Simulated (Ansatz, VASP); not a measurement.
## Two plane-wave programs on InSbO

```xyz
3
Lattice="3.8815 0.0000 0.0000 -1.9407 3.3615 0.0000 0.0000 0.0000 5.3571" Properties=species:S:1:pos:R:3 pbc="T T T"
In    0.0000    0.0000    0.0000
Sb    0.0000    2.2410    2.6786
O     1.9407    1.1205    2.6786
```

Change from the starting cell: species swapped into the NdAlSi type (P-6m2, No. 187).

Alike in both runs: functional PBE; k mesh 12 × 12 × 10; occupations gaussian, width 0.1 eV; no spin polarisation.

Ansatz relaxed the structure, and its values are those at the end. VASP's run is a single point on that final structure, the one shown.

|  | VASP | Ansatz |
| --- | --- | --- |
| version | VASP 6.6.1 | Ansatz 0.2.0 |
| potentials or method | VASP PAW PBE potentials, release 64 (In_d, Sb, O), cutoff 520 eV | scalar-relativistic, plane waves, PAW |
| valence electrons in the cell | 24 | 34 |

Ansatz gave:

* gap on the k mesh at the Fermi level (eV): none
* pressure (GPa): 0.0

Question: Which values does VASP return?

Answer: gap on the k mesh at the Fermi level (eV): none; pressure (GPa): -0.3.

A gap of «none» marks a metal or a gap that the smearing closes. VASP's potentials hold 24 valence electrons a cell and Ansatz's 34, so a difference there can come from the potentials and not from the codes.

Neither program's run includes spin-orbit coupling.
